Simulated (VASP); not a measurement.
InSb: single point with revPBE

Crystal: InSb.

```
In Sb
1.0
     0.00000    3.32582    3.32582
     3.32582    0.00000    3.32582
     3.32582    3.32582    0.00000
In Sb
1 1
Direct
  0.00000 0.00000 0.00000
  0.75000 0.75000 0.75000
```

This cell differs from its parent crystal: volume scaled by 0.98.

- Program: VASP 6.6.1
- Task: single point
- Functional: revPBE
- Potentials or basis: VASP PAW PBE potentials, release 64 (In_d, Sb)
- Cutoff: 520 eV
- k mesh: 6 × 6 × 6
- Occupations: gaussian, width 0.05 eV
- Spin: no spin polarisation
- Dipole correction: no
- Further INCAR settings: ALGO = Normal; EDIFF = 1e-07; NBANDS = 16

| Quantity | Value |
| --- | --- |
| Pressure | 0.7 GPa |
| Band gap on the k mesh | zero (filled and empty bands touch) |

Levels at points of the mesh, in eV from the Fermi level:
| k point | band 6 | band 7 | band 8 | band 9 | band 10 | band 11 | band 12 | band 13 |
| --- | --- | --- | --- | --- | --- | --- | --- | --- |
| (0.00, 0.00, 0.00) | -10.23 | -0.58 | -0.02 | -0.02 | -0.02 | 2.97 | 2.97 | 2.97 |
| (0.50, 0.00, 0.00) | -9.06 | -5.26 | -0.90 | -0.90 | 0.45 | 3.81 | 3.81 | 6.25 |
| (0.50, 0.50, 0.00) | -8.54 | -5.58 | -2.02 | -2.02 | 1.41 | 1.55 | 7.70 | 7.70 |

Run time: 62 s on 1 thread of AMD EPYC 7R13 Processor (Zen 3) (shared host), peak memory 0.17 GiB.

Caveat: the PAW data sets were made with another functional, which shifts forces and pressure a little; spin-orbit coupling is left out, which moves the levels of the heavy elements.
